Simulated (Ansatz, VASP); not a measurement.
**One calculation of GaGe2O4, two programs**

```xyz
7
Lattice="-1.9894 1.9894 5.3559 1.9894 -1.9894 5.3559 1.9894 1.9894 -5.3559" Properties=species:S:1:pos:R:3 pbc="T T T"
Ga    0.0000    0.0000    0.0000
Ge    0.0000    0.0000    3.8002
Ge    0.0000    0.0000    6.9116
O     0.0000    1.9894    0.0000
O     1.9894    0.0000    0.0000
O     0.0000    0.0000    1.9864
O     0.0000    0.0000    8.7254
```

Alike in both runs: functional PBE; k mesh 6 × 6 × 6; occupations gaussian, width 0.1 eV; no spin polarisation.

Ansatz relaxed the structure, and its values are those at the end. VASP's run is a single point on that final structure, the one shown.

```csv
,VASP,Ansatz
version,VASP 6.6.1,Ansatz 0.2.0
potentials or method,"VASP PAW PBE potentials, release 64 (Ga_d, Ge_d, O), cutoff 520 eV","scalar-relativistic, plane waves, PAW"
valence electrons in the cell,65,65
```

VASP gave:

```
gap on the k mesh at the Fermi level (eV) : none
pressure (GPa)                            : 0.3
rms of the force components (eV/Å)        : 0.007
```

Question: Estimate Ansatz's values.

Answer: gap on the k mesh at the Fermi level (eV): none; pressure (GPa): 0.0; rms of the force components (eV/Å): 0.000.

A gap of «none» marks a metal or a gap that the smearing closes. With one functional, cell and mesh, what is left measures potentials, basis and numerics.

The k mesh is coarse, so the values compare programs but aren't converged.
